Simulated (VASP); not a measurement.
Crystal: Ni.

```xyz
1
Lattice="0.0000 1.7585 1.7585 1.7585 0.0000 1.7585 1.7585 1.7585 0.0000" Properties=species:S:1:pos:R:3 pbc="T T T"
Ni    0.0000    0.0000    0.0000
```

Base run:

| Quantity | Value |
| --- | --- |
| Program | VASP 6.6.1 |
| Functional | PBE |
| Potentials or basis | VASP PAW PBE potentials, release 64 (Ni) |
| Cutoff | 520 eV |
| k mesh | 12 × 12 × 12 |
| Occupations | fermi-dirac, width 0.1 eV |
| Spin | collinear spin, ferromagnetic start |
| Starting moments | [0.96] μB |
| Fixed moment | 0.96 μB |

Its results: pressure 3.6 GPa; site moments Ni +0.95 μB.

Problem. The run is repeated on the same cell with these changes: fixed moment from 0.96 μB to 0.72 μB; moments at the start from [0.96] to [0.72]. What comes out?

Solution. Pressure 1.3 GPa; site moments Ni +0.73 μB.

Caveats: the total moment is fixed, so each spin has its own Fermi level.
